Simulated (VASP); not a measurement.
Input of a VASP 6.6.1 run:

File INCAR:

```
ALGO = Normal
EDIFF = 1E-6
ENCUT = 600
GGA = CA
GGA_COMPAT = False
ISIF = 2
ISMEAR = 0
ISPIN = 2
LASPH = True
LCHARG = False
LDAU = True
LDAUJ = 0 0 0
LDAUL = 2 2 -1
LDAUPRINT = 1
LDAUTYPE = 2
LDAUU = 1 1 0
LMAXMIX = 4
LORBIT = 11
LREAL = False
LWAVE = False
MAGMOM = 0.75 0.5 0 0
NBANDS = 28
NELM = 200
NUPDOWN = 1.25
PREC = Accurate
SIGMA = 0.05
```

Contents of KPOINTS:

```
k-points
0
Gamma
  8 8 8
```

File POSCAR:

```
CoPdO2
1.0
    1.4224998100      0.8212806500      5.9600012600
   -1.4224998100      0.8212806500      5.9600012600
    0.0000000000     -1.6425613000      5.9600012600
Co Pd O
1 1 2
Direct
    0.5000000000      0.5000000000      0.5000000000
    0.0000000000      0.0000000000      0.0000000000
    0.1121500000      0.1121500000      0.1121500000
    0.8878500000      0.8878500000      0.8878500000
```

Potentials or basis: VASP PAW LDA potentials, release 64 (Co, Pd, O).

Command:

```sh
$ cat potpaw_LDA.64/Co/POTCAR potpaw_LDA.64/Pd/POTCAR potpaw_LDA.64/O/POTCAR > POTCAR
$ mpirun -np 1 vasp_std > vasp.out
```

(1) Estimate the pressure.

(2) What does it give for the largest force?

Answers

(1) -12.0 GPa.

(2) 0.362 eV/Å.

Caveat: the cell stands under tension; the total moment is fixed, so each spin has its own Fermi level and the state may be an excited one; a cell with one magnetic atom can't hold antiferromagnetic order, which such compounds often take.
